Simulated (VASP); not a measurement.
A run of VASP 6.6.1:

The input POSCAR:

```
Au
1.0
   -1.7361704483      1.7361704483      1.4657620075
    1.7361704483     -1.7361704483      1.4657620075
    1.7361704483      1.7361704483     -1.4657620075
Au
1
Direct
    0.0000000000      0.0000000000      0.0000000000
```

Contents of INCAR.step1:

```
  ALGO = Normal
  EDIFF = 1E-4
  ENCUT = 520
  GGA = PE
  ISMEAR = 0
  LASPH = True
  LCHARG = False
  LREAL = False
  LWAVE = True
  NBANDS = 12
  NELM = 60
  PREC = Accurate
  SIGMA = 0.1
```

INCAR.step2

```
  ALGO = Normal
  EDIFF = 1E-7
  ENCUT = 520
  ISIF = 2
  ISMEAR = 0
  ISTART = 1
  LASPH = True
  LCHARG = False
  LMIXTAU = True
  LREAL = False
  LWAVE = False
  METAGGA = R2SCAN
  NBANDS = 12
  NELM = 60
  PREC = Accurate
  SIGMA = 0.1
```

File KPOINTS:

```
k-points
0
Gamma
  18 18 18
```

Potentials or basis: VASP PAW PBE potentials, release 64 (Au).

Run with:

```bash
$ cat potpaw_PBE.64/Au/POTCAR > POTCAR
$ cp INCAR.step1 INCAR
$ mpirun -np 1 vasp_std > vasp.out
$ cp INCAR.step2 INCAR
$ mpirun -np 1 vasp_std > vasp.out
```

Hardware: 1 thread of AMD EPYC 9R45 96-Core Processor (Zen 5) (shared host).

**Question.** Estimate the wall time of this run.

**Answer.** Wall time 4.9 min on 1 thread of AMD EPYC 9R45 96-Core Processor (Zen 5), with other jobs on the host, peak memory 0.19 GiB. Counts: k points 480.
